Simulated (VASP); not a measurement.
Here is a VASP 6.6.1 calculation.

INCAR

```
SYSTEM = W
PREC = Accurate
ENCUT = 520
EDIFF = 1E-6
ISMEAR = -1
SIGMA = 0.15
LREAL = .FALSE.
LASPH = .TRUE.
NELM = 100
ALGO = Normal
ISIF = 2
LWAVE = .FALSE.
LCHARG = .FALSE.
GGA = PE
NBANDS = 13
```

File KPOINTS:

```
Automatic mesh
0
G
  13 13 13
  0 0 0
```

File POSCAR:

```
W
1.0
   -1.5823450000      1.5823450000      1.5823450000
    1.5823450000     -1.5823450000      1.5823450000
    1.5823450000      1.5823450000     -1.5823450000
W
1
Direct
    0.0000000000      0.0000000000      0.0000000000
```

Potentials or basis: VASP PAW PBE potentials, release 64 (W_sv).

Run with:

```console
$ cat potpaw_PBE.64/W_sv/POTCAR > POTCAR
$ mpirun -np 1 vasp_std > vasp.out
```

Task: Estimate the band gap on the k mesh.

Result: Zero (band 7 reaches 15.96 eV, above the bottom of band 8 at 10.22 eV).

Task: Predict the pressure.

Result: 6.1 GPa.

Caveat: spin-orbit coupling is left out, which moves the levels of the heavy elements.
